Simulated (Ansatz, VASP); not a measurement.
# B3I2 in VASP and in Ansatz

Contents of INCAR:

```
ALGO = Normal
EDIFF = 1E-6
EDIFFG = -0.01
ENCUT = 600
GGA = PE
IBRION = 2
ISIF = 3
ISMEAR = 0
LASPH = True
LCHARG = False
LREAL = False
LWAVE = False
NELM = 100
NSW = 100
PREC = Accurate
SIGMA = 0.1
```

File KPOINTS:

```
k-points
0
Gamma
  6 6 12
```

POSCAR

```
B3I2
1.0
    3.9041111553     -4.7679242456      0.0000000000
    3.9041111553      4.7679242456      0.0000000000
    0.0000000000      0.0000000000      3.0589043165
B I
3 2
Direct
    0.4119789115      0.5880210885      0.0000000000
    0.5880210885      0.4119789115      0.0000000000
    0.5000000000      0.5000000000      0.5000000000
    0.0000000000      0.5000000000      0.0000000000
    0.5000000000      0.0000000000      0.0000000000
```

Input for Ansatz:

```yaml
crystal:
  lattice:
    - [3.9041111553, -4.7679242456, 0.0]
    - [3.9041111553, 4.7679242456, 0.0]
    - [0.0, 0.0, 3.0589043165]
  atoms:
    - { symbol: B, position: [0.4119789115, 0.5880210885, 0.0] }
    - { symbol: B, position: [0.5880210885, 0.4119789115, 0.0] }
    - { symbol: B, position: [0.5, 0.5, 0.5] }
    - { symbol: I, position: [0.0, 0.5, 0.0] }
    - { symbol: I, position: [0.5, 0.0, 0.0] }
basis:
  ecutwfc: 420
kpoints:
  mp_grid: { grid: [6, 6, 12] }
hamiltonian:
  xc: pbe
scf:
  occupations: { method: gaussian, width: 0.1 }
output:
  forces: true
  stress: true
  eigenvalues: true
  write_density: true
  write_potential: true
  elf: true
  volumetric_format: npy
relax:
  adjacent_minimum: "off"
  f_tol: 0.01
  max_steps: 80
  cell: { stress_tol: 0.05 }
```

Alike in both runs: task relaxation of cell and atoms; functional PBE; k mesh 6 × 6 × 12; occupations gaussian, width 0.1 eV; no spin polarisation.

|  | VASP | Ansatz |
| --- | --- | --- |
| version | VASP 6.6.1 | Ansatz 0.2.0 |
| potentials or method | VASP PAW PBE potentials, release 64 (B, I), cutoff 600 eV | scalar-relativistic, plane waves, PAW |
| valence electrons in the cell | 23 | 43 |

```csv
,VASP,Ansatz,Ansatz less VASP
"gap on the k mesh at the Fermi level, each at its own relaxed structure (eV)",none,none,-
relaxed volume (Å³/atom),23.79,23.86,+0.074
relaxed cell length with the largest relative difference (Å),6.416,6.425,+0.0085
```

A gap of «none» marks a metal or a gap that the smearing closes. VASP's potentials hold 23 valence electrons a cell and Ansatz's 43, so a difference there can come from the potentials and not from the codes.

Neither program's run includes spin-orbit coupling.
